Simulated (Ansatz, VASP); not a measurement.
Two plane-wave programs on Ta2N

File INCAR:

```
PREC = Accurate
ENCUT = 520
EDIFF = 1E-6
ISMEAR = 0
SIGMA = 0.1
LREAL = F
LASPH = T
NELM = 60
ALGO = Normal
ISIF = 2
LWAVE = F
LCHARG = F
GGA = PE
NBANDS = 20
```

File KPOINTS:

```
regular mesh
0
Gamma
  14 14 8
```

The input POSCAR:

```
Ta2N
1.0
    3.1645350070     -0.0063502375     -0.0140078768
   -1.5877669705      2.7335795953      0.0117755347
   -0.0219142845      0.0086196186      5.0145239761
Ta N
2 1
Direct
    0.6870759828      0.3281044879      0.7469414266
    0.3129240172      0.6718955121      0.2530585734
    0.0000000000      0.0000000000      0.0000000000
```

Input for Ansatz:

```yaml
crystal:
  lattice:
    - [3.164535007, -0.0063502375, -0.0140078768]
    - [-1.5877669705, 2.7335795953, 0.0117755347]
    - [-0.0219142845, 0.0086196186, 5.0145239761]
  atoms:
    - { symbol: Ta, position: [0.6870759828, 0.3281044879, 0.7469414266] }
    - { symbol: Ta, position: [0.3129240172, 0.6718955121, 0.2530585734] }
    - { symbol: "N", position: [0.0, 0.0, 0.0] }
basis:
  ecutwfc: 420
kpoints:
  mp_grid: { grid: [14, 14, 8] }
hamiltonian:
  xc: pbe
scf:
  occupations: { method: gaussian, width: 0.1 }
output:
  forces: true
  stress: true
  eigenvalues: true
  populations: true
```

Alike in both runs: task single point; functional PBE; k mesh 14 × 14 × 8; occupations gaussian, width 0.1 eV; no spin polarisation.

|  | VASP | Ansatz |
| --- | --- | --- |
| version | VASP 6.6.1 | Ansatz 0.2.0 |
| potentials or method | VASP PAW PBE potentials, release 64 (Ta_pv, N), cutoff 520 eV | scalar-relativistic, plane waves, PAW |
| valence electrons in the cell | 27 | 31 |

|  | VASP | Ansatz | Ansatz less VASP |
| --- | --- | --- | --- |
| gap on the k mesh at the Fermi level (eV) | none | none | - |
| pressure (GPa) | -14.2 | -14.5 | -0.30 |
| traceless stress, the component that is largest in VASP (GPa) | 2.63 | 2.60 | -0.029 |
| rms of the force components (eV/Å) | 0.173 | 0.172 | -0.0006 |

Atom by atom the forces differ by 0.018 eV/Å (rms over components). A gap of «none» marks a metal or a gap that the smearing closes. VASP's potentials hold 27 valence electrons a cell and Ansatz's 31, so a difference there can come from the potentials and not from the codes.

Spin-orbit coupling is off throughout.
